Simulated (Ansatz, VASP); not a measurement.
## Two plane-wave programs on SnO2

```xyz
6
Lattice="4.7374 0.0000 0.0000 0.0000 4.7374 0.0000 0.0000 0.0000 3.1864" Properties=species:S:1:pos:R:3 pbc="T T T"
Sn    0.1326    0.1326    0.0000
Sn    2.3687    2.3687    1.5932
O     1.4478    1.4478    0.0000
O     0.9208    3.8165    1.5932
O     3.2895    3.2895    0.0000
O     3.8165    0.9208    1.5932
```

Alike in both runs: task single point; functional r2SCAN; k mesh 6 × 6 × 8; occupations gaussian, width 0.05 eV; no spin polarisation.

|  | VASP | Ansatz |
| --- | --- | --- |
| version | VASP 6.6.1 | Ansatz 0.2.0 |
| potentials or method | VASP PAW PBE potentials, release 64 (Sn_d, O), cutoff 520 eV | scalar-relativistic, plane waves, PAW |
| valence electrons in the cell | 52 | 52 |

```tsv
	VASP	Ansatz	Ansatz less VASP
gap on the k mesh at the Fermi level (eV)	1.72	1.70	-0.021
least direct gap on the mesh (eV)	1.72	1.70	-0.021
pressure (GPa)	7.2	6.0	-1.18
traceless stress, the component that is largest in VASP (GPa)	5.90	5.87	-0.030
rms of the force components (eV/Å)	1.567	1.539	-0.0284
```

VASP's potentials were made for PBE, not for r2SCAN. Atom by atom the forces differ by 0.036 eV/Å (rms over components).
